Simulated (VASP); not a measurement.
Here is a VASP 6.6.1 calculation.

File INCAR:

```
SYSTEM = B
  PREC = Accurate
  ENCUT = 600
  EDIFF = 1E-7
  ISMEAR = 0
  SIGMA = 0.1
  LREAL = .FALSE.
  LASPH = .TRUE.
  NELM = 60
  ALGO = Normal
  ISIF = 3
  LWAVE = .FALSE.
  LCHARG = .FALSE.
  GGA = PE
  IBRION = 2
  NSW = 90
  EDIFFG = -0.04
```

Contents of KPOINTS:

```
Automatic mesh
0
G
  6 6 6
  0 0 0
```

Contents of POSCAR:

```
B
1.0
    3.3156768300      0.0000000000      0.0000000000
   -1.6578384100      2.8714603600      0.0000000000
    0.0000000000      0.0000000000      2.6443165900
B
3
Direct
    0.4380742500      0.4797958200      0.0000000000
    0.5202041800      0.9582784300      0.0000000000
    0.0417215700      0.5619257500      0.0000000000
```

Potentials or basis: VASP PAW PBE potentials, release 64 (B).

Launch:

```console
$ cat potpaw_PBE.64/B/POTCAR > POTCAR
$ mpirun -np 1 vasp_std > vasp.out
```

(1) Predict the relaxed volume.

(2) Estimate the relaxed cell.

(3) Predict the space group after relaxing (to 0.05 Å).

Results:

(1) 7.71 Å³/atom.

(2) a = 3.429 Å, b = 3.429 Å, c = 2.271 Å, α = 90.00°, β = 90.00°, γ = 120.00°.

(3) P6/mmm (No. 191).

Caveat: the k points lie up to 0.46 Å⁻¹ apart in the final cell.
